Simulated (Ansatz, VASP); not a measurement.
**Two plane-wave programs on AlSi2B4**

INCAR

```
SYSTEM = AlSi2B4
PREC = Accurate
ENCUT = 600
EDIFF = 1E-6
ISMEAR = 0
SIGMA = 0.1
LREAL = .FALSE.
LASPH = .TRUE.
NELM = 60
ALGO = Normal
ISIF = 3
LWAVE = .FALSE.
LCHARG = .FALSE.
GGA = PE
IBRION = 2
NSW = 90
EDIFFG = -0.04
```

Contents of KPOINTS:

```
Automatic mesh
0
G
  4 4 6
  0 0 0
```

The input POSCAR:

```
AlSi2B4
1.0
    3.1562746223     -3.1728205469      0.0000000000
    3.1562746223      3.1728205469      0.0000000000
   -3.1020932181      0.0000000000      3.5275300828
Al Si B
1 2 4
Direct
    0.0000000000      0.0000000000      0.0000000000
    0.6542895900      0.6542895900      0.3129248095
    0.3457104100      0.3457104100      0.6870751905
    0.0000000000      0.5000000000      0.0000000000
    0.2502987870      0.7497012130      0.5000000000
    0.5000000000      0.0000000000      0.0000000000
    0.7497012130      0.2502987870      0.5000000000
```

Input for Ansatz:

```yaml
crystal:
  lattice:
    - [3.1562746223, -3.1728205469, 0.0]
    - [3.1562746223, 3.1728205469, 0.0]
    - [-3.1020932181, 0.0, 3.5275300828]
  atoms:
    - { symbol: Al, position: [0.0, 0.0, 0.0] }
    - { symbol: Si, position: [0.65428959, 0.65428959, 0.3129248095] }
    - { symbol: Si, position: [0.34571041, 0.34571041, 0.6870751905] }
    - { symbol: B, position: [0.0, 0.5, 0.0] }
    - { symbol: B, position: [0.250298787, 0.749701213, 0.5] }
    - { symbol: B, position: [0.5, 0.0, 0.0] }
    - { symbol: B, position: [0.749701213, 0.250298787, 0.5] }
basis:
  ecutwfc: 420
kpoints:
  mp_grid: { grid: [4, 4, 6] }
hamiltonian:
  xc: pbe
scf:
  occupations: { method: gaussian, width: 0.1 }
  lower_state_search: "off"
output:
  forces: true
  stress: true
  eigenvalues: true
relax:
  adjacent_minimum: "off"
  f_tol: 0.04
  max_steps: 70
  cell: { stress_tol: 0.4 }
```

Change from the starting cell: species swapped into the Nd2CuO4 type (C2/m, No. 12).

Alike in both runs: task relaxation of cell and atoms; functional PBE; k mesh 4 × 4 × 6; occupations gaussian, width 0.1 eV; no spin polarisation.

|  | VASP | Ansatz |
| --- | --- | --- |
| version | VASP 6.6.1 | Ansatz 0.2.0 |
| potentials or method | VASP PAW PBE potentials, release 64 (Al, Si, B), cutoff 600 eV | scalar-relativistic, plane waves, PAW |
| valence electrons in the cell | 23 | 23 |

|  | VASP | Ansatz | Ansatz less VASP |
| --- | --- | --- | --- |
| gap on the k mesh at the Fermi level, each at its own relaxed structure (eV) | none | none | - |
| relaxed volume (Å³/atom) | 10.06 | 10.07 | +0.015 |
| relaxed length of the cell vector where the two differ most in proportion (Å) | 4.455 | 4.457 | +0.0025 |

A gap of «none» marks a metal or a gap that the smearing closes.

The k mesh is coarse, so the values compare programs but aren't converged.
